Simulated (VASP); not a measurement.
# C4F (Pm-3m) in VASP: a series of runs

The runs below take C4F through single point, relaxation of cell and atoms, with PBE+D3(BJ).

Program: VASP 6.6.1. These are calculated values, not measurements. Logs are shortened: lines on timing, memory, paths and dates and some standing lists are left out, and cuts for length are marked.

### Step 1. The cell of the first run

It takes space group Pm-3m (No. 221, cubic). Conventional cell: a = 3.997 Å, b = 3.997 Å, c = 3.997 Å, α = 90.00°, β = 90.00°, γ = 90.00°. Within 3.7 Å of C (site symmetry m-3m) lie 12 C at 2.83 Å and 8 F at 3.46 Å. C (site symmetry 4/mmm) has 2 F at 2.00 Å within 2.6 Å. Within 2.6 Å of F (site symmetry m-3m) lie 6 C at 2.00 Å.

The cell was built from a structure type or drawn by symmetry, and may not be a known phase.

### Step 2. Single point, PBE+D3(BJ), collinear spin

File INCAR:

```
SYSTEM = C4F
PREC = Accurate
ENCUT = 520
EDIFF = 1E-6
ISMEAR = 0
SIGMA = 0.1
LREAL = .FALSE.
LASPH = .TRUE.
NELM = 150
ALGO = Normal
ISIF = 2
LWAVE = .FALSE.
LCHARG = .FALSE.
ISPIN = 2
MAGMOM = 1 1 1 1 1
LORBIT = 11
GGA = PE
IVDW = 12
NBANDS = 24
```

File KPOINTS:

```
regular mesh
0
G
  4 4 4
  0 0 0
```

File POSCAR:

```
C4F
1.0
    3.9966018800      0.0000000000      0.0000000000
    0.0000000000      3.9966018800      0.0000000000
    0.0000000000      0.0000000000      3.9966018800
C F
4 1
Direct
    0.0000000000      0.0000000000      0.0000000000
    0.5000000000      0.5000000000      0.0000000000
    0.5000000000      0.0000000000      0.5000000000
    0.0000000000      0.5000000000      0.5000000000
    0.5000000000      0.5000000000      0.5000000000
```

Potentials or basis: VASP PAW PBE potentials, release 64 (C, F).

Run with:

```console
$ cat potpaw_PBE.64/C/POTCAR potpaw_PBE.64/F/POTCAR > POTCAR
$ mpirun -np 1 vasp_std > vasp.out
```

OUTCAR:

```text
SYSTEM = C4F
   PREC = Accurate
   ENCUT = 520
   EDIFF = 1E-6
   ISMEAR = 0
   LREAL = .FALSE.
   LASPH = .TRUE.
   NELM = 150
   ISIF = 2
   ISPIN = 2
   LORBIT = 11
   GGA = PE
   IVDW = 12
 IVDW          = 12

 ion  position               nearest neighbor table
   1  0.000  0.000  0.000-
   2  0.500  0.500  0.000-
   3  0.500  0.000  0.500-
   4  0.000  0.500  0.500-
   5  0.500  0.500  0.500-

  LATTYP: Found a simple cubic cell.
 ALAT       =     3.9966018800

  Lattice vectors:

 A1 = (   3.9966018800,   0.0000000000,   0.0000000000)
 A2 = (   0.0000000000,   3.9966018800,   0.0000000000)
 A3 = (   0.0000000000,   0.0000000000,   3.9966018800)

Analysis of symmetry for initial positions (statically):
=====================================================================
 Subroutine PRICEL returns:
 Original cell was already a primitive cell.

 Routine SETGRP: Setting up the symmetry group for a
 simple cubic supercell.

 Subroutine GETGRP returns: Found 48 space group operations
 (whereof 48 operations were pure point group operations)
 out of a pool of 48 trial point group operations.

The static configuration has the point symmetry O_h .

Analysis of symmetry for dynamics (positions and initial velocities):
=====================================================================
 Subroutine PRICEL returns:
 Original cell was already a primitive cell.

 Routine SETGRP: Setting up the symmetry group for a
 simple cubic supercell.

 Subroutine GETGRP returns: Found 48 space group operations
 (whereof 48 operations were pure point group operations)
 out of a pool of 48 trial point group operations.

The dynamic configuration has the point symmetry O_h .

Analysis of structural, dynamic, and magnetic symmetry:
=====================================================================
 Subroutine PRICEL returns:
 Original cell was already a primitive cell.

 Routine SETGRP: Setting up the symmetry group for a
 simple cubic supercell.

 Subroutine GETGRP returns: Found 48 space group operations
 (whereof 48 operations were pure point group operations)
 out of a pool of 48 trial point group operations.

The overall configuration has the point symmetry O_h .

 Subroutine INISYM returns: Found 48 space group operations
 (whereof 48 operations are pure point group operations),
 and found     1 'primitive' translations

----------------------------------------------------------------------------------------

                                     Primitive cell

  volume of cell :      63.8370

  direct lattice vectors                    reciprocal lattice vectors
     3.996601880  0.000000000  0.000000000     0.250212563  0.000000000  0.000000000
     0.000000000  3.996601880  0.000000000     0.000000000  0.250212563  0.000000000
     0.000000000  0.000000000  3.996601880     0.000000000  0.000000000  0.250212563

  length of vectors
     3.996601880  3.996601880  3.996601880     0.250212563  0.250212563  0.250212563

  position of ions in fractional coordinates (direct lattice)
     0.000000000  0.000000000  0.000000000
     0.500000000  0.500000000  0.000000000
     0.500000000  0.000000000  0.500000000
     0.000000000  0.500000000  0.500000000
     0.500000000  0.500000000  0.500000000

  ion indices of the primitive-cell ions
   primitive index   ion index
                 1           1
                 2           2
                 3           3
                 4           4
                 5           5

----------------------------------------------------------------------------------------

 KPOINTS: regular mesh

Automatic generation of k-mesh.
 Grid dimensions read from file:
 generate k-points for:    4    4    4

 Generating k-lattice:

  Cartesian coordinates                     Fractional coordinates (reciprocal lattice)
     0.062553141  0.000000000  0.000000000     0.250000000  0.000000000  0.000000000
     0.000000000  0.062553141  0.000000000     0.000000000  0.250000000  0.000000000
     0.000000000  0.000000000  0.062553141     0.000000000  0.000000000  0.250000000

  Length of vectors
     0.062553141  0.062553141  0.062553141

  Shift w.r.t. Gamma in fractional coordinates (k-lattice)
     0.000000000  0.000000000  0.000000000

 Subroutine IBZKPT returns following result:
 ===========================================

 Found     10 irreducible k-points:

 Following reciprocal coordinates:
            Coordinates               Weight
  0.000000  0.000000  0.000000      1.000000
  0.250000  0.000000  0.000000      6.000000
  0.500000  0.000000  0.000000      3.000000
  0.250000  0.250000  0.000000     12.000000
  0.500000  0.250000  0.000000     12.000000
  0.500000  0.500000  0.000000      3.000000
  0.250000  0.250000  0.250000      8.000000
  0.500000  0.250000  0.250000     12.000000
  0.500000  0.500000  0.250000      6.000000
  0.500000  0.500000  0.500000      1.000000
   k-points           NKPTS =     10   k-points in BZ     NKDIM =     10   number of bands    NBANDS=     24
   number of dos      NEDOS =    301   number of ions     NIONS =      5
   total plane-waves  NPLWV =  27000
   dimension x,y,z NGX =    30 NGY =   30 NGZ =   30
   dimension x,y,z NGXF=    60 NGYF=   60 NGZF=   60
   ions per type =               4   1
   NGX,Y,Z   is equivalent  to a cutoff of  12.48, 12.48, 12.48 a.u.
   NGXF,Y,Z  is equivalent  to a cutoff of  24.96, 24.96, 24.96 a.u.
 SYSTEM =  C4F
   PREC   = accura    normal or accurate (medium, high low for compatibility)
   ISTART =      0    job   : 0-new  1-cont  2-samecut
   ICHARG =      2    charge: 1-file 2-atom 10-const
   ISPIN  =      2    spin polarized calculation?
   LNONCOLLINEAR =      F non collinear calculations
   LSORBIT =      F    spin-orbit coupling
   LASPH  =      T    aspherical Exc in radial PAW
   ENCUT  =  520.0 eV  38.22 Ry    6.18 a.u.   7.43  7.43  7.43*2*pi/ulx,y,z
   NELM   =    150;   NELMIN=  2; NELMDL= -5     # of ELM steps
   EDIFF  = 0.1E-05   stopping-criterion for ELM
   LREAL  =      F    real-space projection
   EDIFFG = 0.1E-04   stopping-criterion for IOM
   NSW    =      0    number of steps for IOM
   IBRION =     -1    ionic relax: 0-MD 1-quasi-New 2-CG
   NFREE  =      0    steps in history (QN), initial steepest desc. (CG)
   ISIF   =      2    stress and relaxation
   ISYM   =      2    0-nonsym 1-usesym 2-fastsym
   POTIM  = 0.5000    time-step for ionic-motion
   TEBEG  =    0.0;   TEEND  =   0.0 temperature during run
   PSTRESS=    0.0 pullay stress
   NELECT =      23.0000    total number of electrons
   NUPDOWN=      -1.0000    fix difference up-down
   EMIN   =  10.00;   EMAX   =-10.00  energy-range for DOS
   EFERMI =   0.00;   METHOD = LEGACY
   ISMEAR =     0;   SIGMA  =   0.10  broadening in eV -4-tet -1-fermi 0-gaus
   EFERMI_NEDOS =   21; number of points for ismear=-14 and -15
   IALGO  =     38    algorithm
   IMIX   =      4    mixing-type and parameters
     AMIX     =   0.40;   BMIX     =  1.00
     AMIX_MAG =   1.60;   BMIX_MAG =  1.00
  volume/ion in A,a.u.               =      12.77        86.16
  Fermi-wavevector in a.u.,A,eV,Ry     =   1.164912  2.201365 18.463386  1.357021
  Thomas-Fermi vector in A             =   2.301444
   LORBIT       =     11    0 simple, 1 ext, 2 COOP (PROOUT), +10 PAW based schemes
   GGA     = PE    functional components
   LHFCALC =     F    Hartree Fock is set to
   AEXX    =    0.0000 exact exchange contribution
   IVDW    =    12    specifies the selected vdW correction
   LEPSILON=     F    determine dielectric tensor
   LRPA    =     F    only Hartree local field effects (RPA)
 spin polarized calculation
 Gauss-broadening in eV      SIGMA  =   0.10
  energy-cutoff  :      520.00
  volume of cell :       63.84
 maximum number of plane-waves:      1747
 NGX is ok and might be reduce to    30
   NGX = 15   NGY = 15   NGZ = 15

 number of electron      22.9999988 magnetization       0.3224588

 Free energy of the ion-electron system (eV)
  ---------------------------------------------------
  ext. energy  EPLUGINS =         0.00000000
  ---------------------------------------------------
  free energy    TOTEN  =       -15.90383030 eV

  energy without entropy =      -15.88991518  energy(sigma->0) =      -15.89687274

 E-fermi :   1.5552     XC(G=0):  -9.8653

 val. band max:        1.5112135245   @ k =   0.5000   0.5000   0.0000
 cond. band min:       1.5785145278   @ k =   0.5000   0.5000   0.0000
 fundamental gap:      0.0673010033
 Fermi energy:         1.5551932001

 spin component 1

 k-point     1 :       0.0000    0.0000    0.0000
  band No.  band energies     occupation
      1     -23.9189      1.00000
      2      -9.6285      1.00000
      3      -6.6343      1.00000
      4      -6.6343      1.00000
      5      -6.6343      1.00000
      6      -6.3073      1.00000
[... 233 lines left out ...]
      6      -2.3313      1.00000
[... 15 lines left out ...]
     22      16.0467      0.00000
     23      16.0467      0.00000
 Fermi energy:         1.5551932001

 spin component 2

 k-point     1 :       0.0000    0.0000    0.0000
  band No.  band energies     occupation
      1     -23.8949      1.00000
      2      -9.5591      1.00000
      3      -6.5900      1.00000
      4      -6.5900      1.00000
      5      -6.5900      1.00000
      6      -6.0774      1.00000
[... 233 lines left out ...]
      6      -2.2254      1.00000
[... 15 lines left out ...]
     22      16.1182      0.00000
     23      16.1182      0.00000
 [bands above 23 left out]

------------------------ aborting loop because EDIFF is reached ----------------------------------------

 Edisp (eV)   -0.80793

 E8    (eV) :    -0.2288

  FORCE on cell =-STRESS in cart. coord.  units (eV):
  Direction    XX          YY          ZZ          XY          YZ          ZX
  --------------------------------------------------------------------------------------
  -------------------------------------------------------------------------------------
  Total      -5.10234    -5.10234    -5.10234     0.00000     0.00000     0.00000
  in kB    -128.05817  -128.05817  -128.05817     0.00000     0.00000     0.00000
  external pressure =     -128.06 kB  Pullay stress =        0.00 kB

 VOLUME and BASIS-vectors are now :
 -----------------------------------------------------------------------------
  energy-cutoff  :      520.00
  volume of cell :       63.84
      direct lattice vectors                 reciprocal lattice vectors
     3.996601880  0.000000000  0.000000000     0.250212563  0.000000000  0.000000000
     0.000000000  3.996601880  0.000000000     0.000000000  0.250212563  0.000000000
     0.000000000  0.000000000  3.996601880     0.000000000  0.000000000  0.250212563

 POSITION                                       TOTAL-FORCE (eV/Angst)
 -----------------------------------------------------------------------------------
      0.00000      0.00000      0.00000         0.000000      0.000000      0.000000
      1.99830      1.99830      0.00000         0.000000      0.000000      0.000000
      1.99830      0.00000      1.99830         0.000000      0.000000      0.000000
      0.00000      1.99830      1.99830         0.000000      0.000000      0.000000
      1.99830      1.99830      1.99830         0.000000      0.000000      0.000000
 -----------------------------------------------------------------------------------
    total drift:                                0.000000      0.000000      0.000000

  FREE ENERGIE OF THE ION-ELECTRON SYSTEM (eV)
  ---------------------------------------------------
  free  energy   TOTEN  =       -16.7117586661 eV

  energy  without entropy=      -16.6978435546  energy(sigma->0) =      -16.70480111

 total charge

# of ion       s       p       d       tot
------------------------------------------
    1        1.091   0.831   0.000   1.922
    2        1.109   0.830   0.000   1.938
    3        1.109   0.830   0.000   1.938
    4        1.109   0.830   0.000   1.938
    5        1.782   4.193   0.000   5.975
--------------------------------------------------
tot          6.199   7.513   0.000  13.712

 magnetization (x)

# of ion       s       p       d       tot
------------------------------------------
    1       -0.001  -0.082   0.000  -0.083
    2        0.002   0.083   0.000   0.085
    3        0.002   0.083   0.000   0.085
    4        0.002   0.083   0.000   0.085
    5        0.001   0.010   0.000   0.011
--------------------------------------------------
tot          0.006   0.176   0.000   0.182
```

Run time: 36 s. Hardware: 1 thread of Intel Xeon Platinum 8375C at 2.90GHz (Ice Lake), shared host; peak memory 0.19 GiB.

What came out:

```
Free energy                                           : -16.7118 eV
Pressure                                              : -12.8 GPa
Net moment                                            : 0.32 μB per cell
Site moments                                          : C -0.08, +0.09 (each value once); F +0.01 μB
Valence electrons inside the program's atomic spheres : C 1.92, 1.94 (each value once); F 5.97
Dispersion energy per atom                            : -0.162 eV
```

Caveat: the k points lie up to 0.39 Å⁻¹ apart.

### Step 3. Single point, PBE+D3(BJ)

This run uses another cell than the first one, of 10.38 Å³/atom.

File INCAR:

```
SYSTEM = C4F
PREC = Accurate ; ENCUT = 520
EDIFF = 1E-6 ; ISMEAR = 0
SIGMA = 0.1 ; LREAL = .FALSE.
LASPH = .TRUE. ; NELM = 80
ALGO = Normal ; ISIF = 2
LWAVE = .FALSE. ; LCHARG = .FALSE.
GGA = PE ; IVDW = 12
NBANDS = 20
```

File KPOINTS:

```
regular mesh
0
G
  10 10 10
  0 0 0
```

Changes to POSCAR since step 2:

```diff
@@ -2,5 +2,5 @@
 1.0
-    3.9966018800      0.0000000000      0.0000000000
-    0.0000000000      3.9966018800      0.0000000000
-    0.0000000000      0.0000000000      3.9966018800
+    3.7295547587      0.0000000000      0.0000000000
+    0.0000000000      3.7295547587      0.0000000000
+    0.0000000000      0.0000000000      3.7295547587
 C F
```

Potentials or basis: VASP PAW PBE potentials, release 64 (C, F).

Run with:

```console
$ cat potpaw_PBE.64/C/POTCAR potpaw_PBE.64/F/POTCAR > POTCAR
$ mpirun -np 1 vasp_std > vasp.out
```

OUTCAR:

```text
SYSTEM = C4F
   PREC = Accurate
   ENCUT = 520
   EDIFF = 1E-6
   ISMEAR = 0
   LREAL = .FALSE.
   LASPH = .TRUE.
   NELM = 80
   ISIF = 2
   GGA = PE
   IVDW = 12
 IVDW          = 12

 ion  position               nearest neighbor table
   1  0.000  0.000  0.000-
   2  0.500  0.500  0.000-   5 1.86   5 1.86
   3  0.500  0.000  0.500-   5 1.86   5 1.86
   4  0.000  0.500  0.500-   5 1.86   5 1.86
   5  0.500  0.500  0.500-   2 1.86   3 1.86   4 1.86   2 1.86   3 1.86   4 1.86

  LATTYP: Found a simple cubic cell.
[... 758 lines left out ...]
  --------------------------------------------------------------------------------------
  -------------------------------------------------------------------------------------
  Total      -0.02583    -0.02583    -0.02583     0.00000     0.00000    -0.00000
  in kB      -0.79783    -0.79783    -0.79783     0.00000     0.00000    -0.00000
  external pressure =       -0.80 kB  Pullay stress =        0.00 kB

 VOLUME and BASIS-vectors are now :
 -----------------------------------------------------------------------------
  energy-cutoff  :      520.00
  volume of cell :       51.88
      direct lattice vectors                 reciprocal lattice vectors
     3.729554759  0.000000000  0.000000000     0.268128521  0.000000000  0.000000000
     0.000000000  3.729554759  0.000000000     0.000000000  0.268128521  0.000000000
     0.000000000  0.000000000  3.729554759     0.000000000  0.000000000  0.268128521

 POSITION                                       TOTAL-FORCE (eV/Angst)
 -----------------------------------------------------------------------------------
      0.00000      0.00000      0.00000         0.000000      0.000000      0.000000
      1.86478      1.86478      0.00000         0.000000      0.000000      0.000000
      1.86478      0.00000      1.86478         0.000000      0.000000      0.000000
      0.00000      1.86478      1.86478         0.000000      0.000000      0.000000
      1.86478      1.86478      1.86478         0.000000      0.000000      0.000000
 -----------------------------------------------------------------------------------
    total drift:                                0.000000      0.000000      0.000000

  FREE ENERGIE OF THE ION-ELECTRON SYSTEM (eV)
  ---------------------------------------------------
  free  energy   TOTEN  =       -17.2924815363 eV

  energy  without entropy=      -17.2798337052  energy(sigma->0) =      -17.28615762
```

OSZICAR:

```text
N       E                     dE             d eps       ncg     rms          rms(c)
DAV:   1     0.751582112062E+02    0.75158E+02   -0.11528E+04  2240   0.105E+03
DAV:   2    -0.122160524433E+02   -0.87374E+02   -0.83364E+02  2956   0.200E+02
DAV:   3    -0.166310337169E+02   -0.44150E+01   -0.43136E+01  2332   0.415E+01
DAV:   4    -0.166703429982E+02   -0.39309E-01   -0.39106E-01  2320   0.448E+00
DAV:   5    -0.166706004401E+02   -0.25744E-03   -0.25742E-03  2320   0.353E-01    0.374E+00
DAV:   6    -0.165143304527E+02    0.15627E+00   -0.20704E+00  2764   0.569E+00    0.301E+00
DAV:   7    -0.163798083364E+02    0.13452E+00   -0.46663E-01  2260   0.257E+00    0.134E+00
DAV:   8    -0.163499243760E+02    0.29884E-01   -0.94894E-02  2240   0.221E+00    0.450E-01
DAV:   9    -0.163483797860E+02    0.15446E-02   -0.65911E-03  2272   0.766E-01    0.162E-01
DAV:  10    -0.163484574757E+02   -0.77690E-04   -0.27611E-03  2240   0.390E-01    0.929E-02
DAV:  11    -0.163483652750E+02    0.92201E-04   -0.33895E-04  2296   0.172E-01    0.145E-02
DAV:  12    -0.163483718737E+02   -0.65988E-05   -0.33752E-05  2244   0.463E-02    0.825E-03
DAV:  13    -0.163483713501E+02    0.52365E-06   -0.32881E-06  2240   0.169E-02
   1 F= -.17292482E+02 E0= -.17286158E+02  d E =-.126478E-01
```

stdout:

```text
POSCAR found type information on POSCAR C F
 POSCAR found :  2 types and       5 ions
 scaLAPACK will be used
 LDA part: xc-table for (Slater+PW92), standard interpolation
 POSCAR, INCAR and KPOINTS ok, starting setup
 FFT: planning ... GRIDC
 FFT: planning ... GRID_SOFT
 FFT: planning ... GRID
 WAVECAR not read
 entering main loop
```

It took 34 s on 1 thread of Intel Xeon Platinum 8375C at 2.90GHz (Ice Lake), shared host; peak memory 0.19 GiB.

What came out:

- Free energy: -17.2925 eV
- Pressure: -0.1 GPa
- Band gap on the k mesh: zero (an odd number of electrons rules out a gap without spin polarisation)
- Dispersion energy per atom: -0.189 eV

Caveat: an odd number of electrons without spin polarisation forces a metal; a magnetic or distorted state may lie lower.

[end of part 1 of 2]
